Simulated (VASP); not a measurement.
# C: single point with PBE

C:

```
CELL_PARAMETERS angstrom
1.22805 -2.12706 0.00000
1.22805 2.12706 0.00000
0.00000 0.00000 7.17327
ATOMIC_POSITIONS crystal
C 0.08338 0.91662 0.75314
C 0.58338 0.41662 0.24686
C 0.91662 0.08338 0.24686
C 0.41662 0.58338 0.75314
```

```
Program                : VASP 6.6.1
Task                   : single point
Functional             : PBE
Potentials or basis    : VASP PAW PBE potentials, release 64 (C)
Cutoff                 : 520 eV
k mesh                 : 18 × 18 × 6
Occupations            : fermi-dirac, width 0.5 eV
Spin                   : no spin polarisation
Dipole correction      : no
Further INCAR settings : ALGO = Normal; EDIFF = 1e-06; NBANDS = 16
```

```yaml
Pressure: 4.6 GPa
Largest_force: 0.015 eV/Å
```

Forces on the atoms (eV/Å):
```
C    0.000  0.013 -0.009
C    0.000  0.013  0.009
C    0.000 -0.013  0.009
C    0.000 -0.013 -0.009
```

Stress tensor (GPa, compression positive):
```
6.19 0.00 0.00
0.00 6.04 0.00
0.00 0.00 1.51
```

Run time: 77 s on 1 thread of Intel(R) Xeon(R) 6975P-C (Granite Rapids), on a shared host, peak memory 0.25 GiB.

Caveat: the cell stands under pressure; so wide a smearing shifts energies and pressures; this functional lacks dispersion, which binds layers or chains, so the pressure and a relaxed spacing across them are unreliable.
